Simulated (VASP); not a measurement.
Input of a VASP 6.6.1 run:

INCAR

```
SYSTEM = Te
ALGO     = Normal         ! electronic algorithm
EDIFF    = 1E-7           ! SCF threshold, eV
ENCUT    = 520            ! plane-wave cutoff, eV
GGA      = PE             ! functional
ISIF     = 2              ! what is computed and relaxed
ISMEAR   = -1             ! smearing method
LASPH    = .True.         ! aspherical terms in the spheres
LCHARG   = .True.         ! write CHGCAR
LELF     = .True.         ! ELF
LREAL    = .False.        ! projectors in reciprocal space
LVHAR    = .True.       
LWAVE    = .False.        ! write WAVECAR
NBANDS   = 9              ! bands
NELM     = 60             ! most SCF steps
PREC     = Accurate       ! precision mode
SIGMA    = 0.1            ! smearing width, eV
```

KPOINTS

```
k-points
0
Gamma
  15 15 13
  0 0 0
```

File POSCAR:

```
Te
1.0
    3.1280128171      0.0000000000      0.0000000000
   -1.5640064085      2.7089385630      0.0000000000
    0.0000000000      0.0000000000      2.9382017774
Te
1
Direct
    0.0000000000      0.0000000000      0.0000000000
```

Potentials or basis: VASP PAW PBE potentials, release 64 (Te).

Command:

```bash
$ cat potpaw_PBE.64/Te/POTCAR > POTCAR
$ mpirun -np 1 vasp_std > vasp.out
```

Predict the band gap on the k mesh.

zero (bands 3 and 4 overlap by 8.69 eV).

What does it give for the pressure?

19.0 GPa.

Caveat: the cell stands under pressure; spin-orbit coupling is left out, which moves the levels of the heavy elements.
